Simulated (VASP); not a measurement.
Runs of VASP 6.6.1 on C. The structure is monoclinic, space group C2/m (No. 12). Conventional cell: a = 4.255 Å, b = 2.457 Å, c = 3.765 Å, α = 90.00°, β = 111.49°, γ = 90.00°. Within 1.9 Å of C (site symmetry m) lie 3 C at 1.42 Å. 

| task | level | potentials or basis | spin | k mesh for the DOS | occupations for the DOS | gap on the mesh (eV) | pressure (GPa) | largest force (eV/Å) |
| --- | --- | --- | --- | --- | --- | --- | --- | --- |
| single point | PBE | VASP PAW PBE potentials, release 64 (C) | off | - | - | (b) | 4.2 | 0.01 |
| single point | PBE | VASP PAW PBE potentials, release 64 (C) | non-collinear, zero start, SOC | - | - | - | 4.2 | 0.01 |
| single point | r2SCAN | VASP PAW PBE potentials, release 64 (C) | off | - | - | 1.20 | 0.5 | 0.01 |
| single point | LDA | VASP PAW LDA potentials, release 64 (C) | off | - | - | (a) | -3.4 | 0.01 |

Alike in all rows: cell as given; k mesh 11 × 11 × 6; cutoff (eV) 520; smearing fermi-dirac 0.1 eV.

Task: Fill in the values left out.

Result: (a) 1.10; (b) 1.12.

Caveats: this functional lacks dispersion, which binds the layers, so the pressure and a relaxed spacing across them are unreliable (some runs); the PAW data sets were made with another functional, which shifts forces and pressure a little (some runs).

A k mesh can miss the band edges.
